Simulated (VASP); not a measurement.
# WC in VASP: single point with PBE

Aim: the single point of WC with PBE.

All numbers are computed with VASP 6.6.1; they aren't measurements. Logs are shortened: lines on timing, memory, paths and dates and some standing lists are left out, and cuts for length are marked.

## 1. The cell of the first run

The cell holds a slab with vacuum, 12 atoms: a = 2.922 Å, b = 2.922 Å, c = 30.659 Å, α = 90.00°, β = 90.00°, γ = 120.00°.

## 2. Single point, PBE (atoms taken out)

The input, INCAR:

```
SYSTEM = WC
PREC = Accurate
ENCUT = 520
EDIFF = 1E-6
ISMEAR = 0
SIGMA = 0.1
LREAL = .False.
LASPH = .True.
NELM = 80
ALGO = Normal
ISIF = 2
LWAVE = .False.
LCHARG = .False.
LDIPOL = .True.
IDIPOL = 3
DIPOL = 0.5 0.5 0.500
GGA = PE
NBANDS = 66
```

The input, KPOINTS:

```
regular mesh
0
Gamma
  12 12 1
  0 0 0
```

The input, POSCAR:

```
WC
1.0
    2.9217716511      0.0000000000      0.0000000000
   -1.4608858255      2.5303284739      0.0000000000
    0.0000000000      0.0000000000     30.6589173567
C W
6 6
Direct
    0.6666666667      0.3333333333      0.2446270334
    0.6666666667      0.3333333333      0.3374899303
    0.6666666667      0.3333333333      0.4303528273
    0.6666666667      0.3333333333      0.5232157242
    0.6666666667      0.3333333333      0.6160786212
    0.6666666667      0.3333333333      0.7089415181
    0.0000000000      0.0000000000      0.2910584819
    0.0000000000      0.0000000000      0.3839213788
    0.0000000000      0.0000000000      0.4767842758
    0.0000000000      0.0000000000      0.5696471727
    0.0000000000      0.0000000000      0.6625100697
    0.0000000000      0.0000000000      0.7553729666
```

Potentials or basis: VASP PAW PBE potentials, release 64 (C, W_sv).

Launch:

```
$ cat potpaw_PBE.64/C/POTCAR potpaw_PBE.64/W_sv/POTCAR > POTCAR
$ mpirun -np 1 vasp_std > vasp.out
```

OUTCAR:

```text
SYSTEM = WC
   PREC = Accurate
   ENCUT = 520
   EDIFF = 1E-6
   ISMEAR = 0
   LREAL = .False.
   LASPH = .True.
   NELM = 80
   ISIF = 2
   GGA = PE

 ion  position               nearest neighbor table
   1  0.667  0.333  0.245-   7 2.21   7 2.21   7 2.21
   2  0.667  0.333  0.337-   7 2.21   7 2.21   7 2.21   8 2.21   8 2.21   8 2.21
   3  0.667  0.333  0.430-   8 2.21   9 2.21   8 2.21   9 2.21   8 2.21   9 2.21
   4  0.667  0.333  0.523-   9 2.21   9 2.21   9 2.21  10 2.21  10 2.21  10 2.21
   5  0.667  0.333  0.616-  11 2.21  10 2.21  11 2.21  10 2.21  11 2.21  10 2.21
   6  0.667  0.333  0.709-  11 2.21  11 2.21  11 2.21  12 2.21  12 2.21  12 2.21
   7  0.000  0.000  0.291-   2 2.21   2 2.21   2 2.21   1 2.21   1 2.21   1 2.21   8 2.85
   8  0.000  0.000  0.384-   2 2.21   3 2.21   2 2.21   3 2.21   2 2.21   3 2.21   7 2.85   9 2.85

   9  0.000  0.000  0.477-   4 2.21   4 2.21   4 2.21   3 2.21   3 2.21   3 2.21  10 2.85   8 2.85

  10  0.000  0.000  0.570-   4 2.21   5 2.21   4 2.21   5 2.21   4 2.21   5 2.21   9 2.85  11 2.85

  11  0.000  0.000  0.663-   6 2.21   6 2.21   6 2.21   5 2.21   5 2.21   5 2.21  12 2.85  10 2.85

  12  0.000  0.000  0.755-   6 2.21   6 2.21   6 2.21  11 2.85

  LATTYP: Found a hexagonal cell.
 ALAT       =     2.9217716511
 C/A-ratio  =    10.4932626563

  Lattice vectors:

 A1 = (   2.9217716511,   0.0000000000,   0.0000000000)
 A2 = (  -1.4608858255,   2.5303284739,   0.0000000000)
 A3 = (   0.0000000000,   0.0000000000,  30.6589173567)

Analysis of symmetry for initial positions (statically):
=====================================================================
 Subroutine PRICEL returns:
 Original cell was already a primitive cell.

 Routine SETGRP: Setting up the symmetry group for a
 hexagonal supercell.

 Subroutine GETGRP returns: Found  6 space group operations
 (whereof  6 operations were pure point group operations)
 out of a pool of 24 trial point group operations.

The static configuration has the point symmetry C_3v.

Analysis of symmetry for dynamics (positions and initial velocities):
=====================================================================
 Subroutine PRICEL returns:
 Original cell was already a primitive cell.

 Routine SETGRP: Setting up the symmetry group for a
 hexagonal supercell.

 Subroutine GETGRP returns: Found  6 space group operations
 (whereof  6 operations were pure point group operations)
 out of a pool of 24 trial point group operations.

The dynamic configuration has the point symmetry C_3v.

 Subroutine INISYM returns: Found  6 space group operations
[... 132 lines left out ...]
  volume/ion in A,a.u.               =      18.89       127.47
  Fermi-wavevector in a.u.,A,eV,Ry     =   1.278663  2.416323 22.245240  1.634979
  Thomas-Fermi vector in A             =   2.411193
   LORBIT       =      0    0 simple, 1 ext, 2 COOP (PROOUT), +10 PAW based schemes
   GGA     = PE    functional components
   LHFCALC =     F    Hartree Fock is set to
   AEXX    =    0.0000 exact exchange contribution
   IVDW    =     0    specifies the selected vdW correction
   LEPSILON=     F    determine dielectric tensor
   LRPA    =     F    only Hartree local field effects (RPA)
 non-spin polarized calculation
 Gauss-broadening in eV      SIGMA  =   0.10
  energy-cutoff  :      520.00
  volume of cell :      226.66
 maximum number of plane-waves:      6223
 NGX is ok and might be reduce to    24
   NGX = 11   NGY = 11   NGZ =115

 dipolmoment           0.000000      0.000000      0.003743 electrons x Angstroem

 number of electron     108.0000007 magnetization

 dipolmoment           0.000000      0.000000     -0.056029 electrons x Angstroem

 Free energy of the ion-electron system (eV)
  ---------------------------------------------------
  ext. energy  EPLUGINS =         0.00000000
  ---------------------------------------------------
  free energy    TOTEN  =      -129.37374734 eV

  energy without entropy =     -129.35573977  energy(sigma->0) =     -129.36474355

 E-fermi :   3.6691     XC(G=0):  -8.4011

 val. band max:        3.6545197249   @ k =   0.4167  -0.0000   0.0000
 cond. band min:       3.6793713174   @ k =   0.0833   0.0833   0.0000
 fundamental gap:      0.0248515925
 Fermi energy:         3.6690852498

 k-point     1 :       0.0000    0.0000    0.0000
  band No.  band energies     occupation
      1     -70.6550      2.00000
      2     -70.5519      2.00000
      3     -70.4782      2.00000
      4     -70.3953      2.00000
      5     -70.3089      2.00000
      6     -70.1643      2.00000
[... 1300 lines left out ...]
     65       7.8201      0.00000
     66       7.8218      0.00000

------------------------ aborting loop because EDIFF is reached ----------------------------------------

 vacuum level on the upper side and lower side of the slab       (xc-potential included)        -1.124         0.230

  FORCE on cell =-STRESS in cart. coord.  units (eV):
  Direction    XX          YY          ZZ          XY          YZ          ZX
  --------------------------------------------------------------------------------------
  -------------------------------------------------------------------------------------
  Total       -2.2609621     -2.2609621     -6.2078924     -0.0000000      0.0000000      0.0000000
  in kB      -15.9817330    -15.9817330    -43.8808240     -0.0000000      0.0000000      0.0000000
  external PRESSURE =     -25.2814300 kB  Pullay stress =       0.0000000 kB

 VOLUME and BASIS-vectors are now :
 -----------------------------------------------------------------------------
  energy-cutoff  :      520.00
  volume of cell :      226.66
      direct lattice vectors                 reciprocal lattice vectors
     2.921771651  0.000000000  0.000000000     0.342258095  0.197602803  0.000000000
    -1.460885825  2.530328474  0.000000000     0.000000000  0.395205607  0.000000000
     0.000000000  0.000000000 30.658917357     0.000000000  0.000000000  0.032616938

 POSITION                                       TOTAL-FORCE (eV/Angst)
 -----------------------------------------------------------------------------------
      1.46089      0.84344      7.50000         0.000000     -0.000000      4.643206
      1.46089      0.84344     10.34708        -0.000000     -0.000000      0.805257
      1.46089      0.84344     13.19415        -0.000000     -0.000000      0.057228
      1.46089      0.84344     16.04123        -0.000000      0.000000      0.099325
      1.46089      0.84344     18.88830        -0.000000     -0.000000      0.133131
      1.46089      0.84344     21.73538        -0.000000      0.000000      0.811710
      0.00000      0.00000      8.92354         0.000000      0.000000     -5.522417
      0.00000      0.00000     11.77061         0.000000     -0.000000     -0.072689
      0.00000      0.00000     14.61769        -0.000000     -0.000000     -0.022924
      0.00000      0.00000     17.46477         0.000000     -0.000000     -0.148399
      0.00000      0.00000     20.31184        -0.000000     -0.000000      0.206052
      0.00000      0.00000     23.15892         0.000000     -0.000000     -0.989482
 -----------------------------------------------------------------------------------
    total drift:                               -0.000000      0.000000     -0.000534

  FREE ENERGIE OF THE ION-ELECTRON SYSTEM (eV)
  ---------------------------------------------------
  free  energy   TOTEN  =      -129.3737473433 eV

  energy  without entropy=     -129.3557397655  energy(sigma->0) =     -129.36474355

 vacuum level on the upper side and lower side of the slab         8.217         9.580
```

OSZICAR:

```text
N       E                     dE             d eps       ncg     rms          rms(c)
DAV:   1     0.137382003261E+04    0.13738E+04   -0.64202E+04  2700   0.169E+03
DAV:   2    -0.487758830324E+02   -0.14226E+04   -0.13866E+04  2784   0.531E+02
DAV:   3    -0.143827686173E+03   -0.95052E+02   -0.92679E+02  3060   0.133E+02
[... 45 lines left out ...]
DAV:  49    -0.129373722014E+03    0.31889E-04   -0.57527E-05  3094   0.434E-02    0.321E-02
DAV:  50    -0.129373731725E+03   -0.97105E-05   -0.41613E-05  2768   0.249E-02    0.324E-02
DAV:  51    -0.129373735629E+03   -0.39038E-05   -0.94883E-05  3392   0.502E-02    0.218E-02
DAV:  52    -0.129373747091E+03   -0.11463E-04   -0.26416E-05  2716   0.155E-02    0.314E-02
DAV:  53    -0.129373747343E+03   -0.25183E-06   -0.52043E-06  2542   0.881E-03
   1 F= -.12937375E+03 E0= -.12936474E+03  d E =-.180076E-01
```

Run time: 33 min. Hardware: 1 thread of AMD EPYC 7R43 (Zen 3), shared host; peak memory 0.42 GiB.

Results:

- Free energy: -129.3737 eV
- Largest force: 5.522 eV/Å
- Band gap on the k mesh: zero (bands 54 and 55 overlap by 0.76 eV)

Forces on the atoms (eV/Å):
```
C    0.000  0.000  4.643
C    0.000  0.000  0.805
C    0.000  0.000  0.057
C    0.000  0.000  0.099
C    0.000  0.000  0.133
C    0.000  0.000  0.812
W    0.000  0.000 -5.522
W    0.000  0.000 -0.073
W    0.000  0.000 -0.023
W    0.000  0.000 -0.148
W    0.000  0.000  0.206
W    0.000  0.000 -0.989
```

Caveat: the cell differs from its parent crystal (atoms taken out); spin-orbit coupling is left out, which moves the levels of the heavy elements.
